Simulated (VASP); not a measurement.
Crystal: ZnF2.

```
Zn F
1.0
     4.70480    0.00000    0.00000
     0.00000    4.70480    0.00000
     0.00000    0.00000    3.13380
Zn F
2 4
Direct
  0.00000 0.00000 0.00000
  0.50000 0.50000 0.50000
  0.30240 0.30240 0.00000
  0.19760 0.80240 0.50000
  0.69760 0.69760 0.00000
  0.80240 0.19760 0.50000
```

Base run:

| Property | Result |
| --- | --- |
| Program | VASP 6.6.1 |
| Functional | PBE |
| Potentials or basis | VASP PAW PBE potentials, release 64 (Zn, F) |
| Cutoff | 600 eV |
| k mesh | 4 × 4 × 5 |
| Occupations | gaussian, width 0.01 eV |
| Spin | no spin polarisation |
| Hubbard terms | Zn d U = 4.0 eV |

Its results: band gap on the k mesh 4.34 eV (least direct gap 4.38 eV); pressure 1.2 GPa; largest force 0.051 eV/Å.

Problem. The run is repeated on the same cell with these changes: hubbard terms from Zn d U = 4.0 eV to none. What comes out?

Solution. Band gap on the k mesh 3.48 eV; pressure 6.5 GPa; largest force 0.012 eV/Å.

The U term pushes filled and empty states of the shell apart.

Caveats: the cell stands under pressure (at least some runs).

A k mesh can miss the band edges.
